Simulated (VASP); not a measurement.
Input of a VASP 6.6.1 run:

Contents of INCAR:

```
SYSTEM = CdSe
PREC     = Accurate       ! precision mode
ENCUT    = 520            ! plane-wave cutoff, eV
EDIFF    = 1E-8           ! SCF threshold, eV
ISMEAR   = -1             ! smearing method
SIGMA    = 0.05           ! smearing width, eV
LREAL    = .FALSE.        ! projectors in reciprocal space
LASPH    = .TRUE.         ! aspherical terms in the spheres
NELM     = 60             ! most SCF steps
ALGO     = Normal         ! electronic algorithm
ISIF     = 2              ! what is computed and relaxed
LWAVE    = .FALSE.        ! write WAVECAR
LCHARG   = .FALSE.        ! write CHGCAR
GGA      = PS             ! functional
IBRION   = 8              ! ionic algorithm
NSW      = 1              ! ionic steps
```

The input KPOINTS:

```
Automatic mesh
0
G
  6 6 6
  0 0 0
```

POSCAR

```
CdSe
1.0
    0.0000000000      2.8739580000      2.8739580000
    2.8739580000      0.0000000000      2.8739580000
    2.8739580000      2.8739580000      0.0000000000
Cd Se
1 1
Direct
    0.0000000000      0.0000000000      0.0000000000
    0.5000000000      0.5000000000      0.5000000000
```

Potentials or basis: VASP PAW PBE potentials, release 64 (Cd, Se).

Launch:

```bash
$ cat potpaw_PBE.64/Cd/POTCAR potpaw_PBE.64/Se/POTCAR > POTCAR
$ mpirun -np 1 vasp_std > vasp.out
```

Question: Estimate the highest phonon frequency at Γ, LO-TO splitting left out.

Answer: 73 cm⁻¹.

Phonon frequencies in cm⁻¹ (negative: imaginary):
```
              q point     frequencies
(0.000, 0.000, 0.000)  0 0 0 73 73 73
```

Caveat: the cell stands under pressure or tension, which shifts response properties.
